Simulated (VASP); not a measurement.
## ZrC: single point with PBE

ZrC:

```
CELL_PARAMETERS angstrom
0.00000 2.35021 2.35021
2.35021 0.00000 2.35021
2.35021 2.35021 0.00000
ATOMIC_POSITIONS crystal
Zr 0.47743 0.52257 0.50000
C 0.00000 0.00000 0.00000
```

This cell differs from its parent crystal: all Zr atoms moved +0.075 Å, as atom 1 along Cartesian [1 -1 0].

```yaml
Program: VASP 6.6.1
Task: single point
Functional: PBE
Potentials_or_basis: VASP PAW PBE potentials, release 64 (Zr_sv, C)
Cutoff: 520 eV
k_mesh: 18 × 18 × 18
Occupations: gaussian, width 0.15 eV
Spin: no spin polarisation
```

```json
{
  "Pressure": "1.9 GPa",
  "Largest force": "0.507 eV/Å",
  "Band gap on the k mesh": "zero (bands 8 and 9 overlap by 1.04 eV)"
}
```

Forces on the atoms (eV/Å):
```
Zr  -0.358  0.358  0.000
C    0.358 -0.358  0.000
```

Stress tensor (GPa, compression positive):
```
2.11 0.36 0.00
0.36 2.11 0.00
0.00 0.00 1.39
```

Levels at points of the mesh, in eV from the Fermi level:
| k point | band 4 | band 5 | band 6 | band 7 | band 8 | band 9 | band 10 | band 11 | band 12 | band 13 |
| --- | --- | --- | --- | --- | --- | --- | --- | --- | --- | --- |
| (0.00, 0.00, 0.00) | -25.85 | -11.33 | 0.52 | 0.55 | 0.78 | 1.06 | 1.41 | 1.44 | 2.84 | 2.93 |
| (0.50, 0.00, 0.00) | -25.93 | -8.27 | -5.32 | -2.97 | -2.96 | 4.46 | 4.47 | 5.29 | 6.51 | 10.07 |
| (0.00, 0.00, 0.50) | -25.93 | -8.27 | -5.32 | -2.95 | -2.94 | 4.45 | 4.46 | 5.29 | 6.44 | 10.00 |
| (0.50, 0.50, 0.00) | -26.13 | -10.17 | -2.09 | -1.90 | 0.00 | 0.16 | 4.46 | 5.63 | 5.63 | 7.94 |
| (0.00, 0.50, 0.50) | -26.13 | -10.17 | -2.08 | -1.85 | 0.02 | 0.09 | 4.44 | 5.63 | 5.63 | 7.89 |

Wall time 2.8 min on 1 thread of Intel(R) Xeon(R) 6975P-C (Granite Rapids) (shared host), peak memory 0.44 GiB.

Caveat: the cell differs from its parent crystal (all Zr atoms moved +0.075 Å, as atom 1 along Cartesian [1 -1 0]).
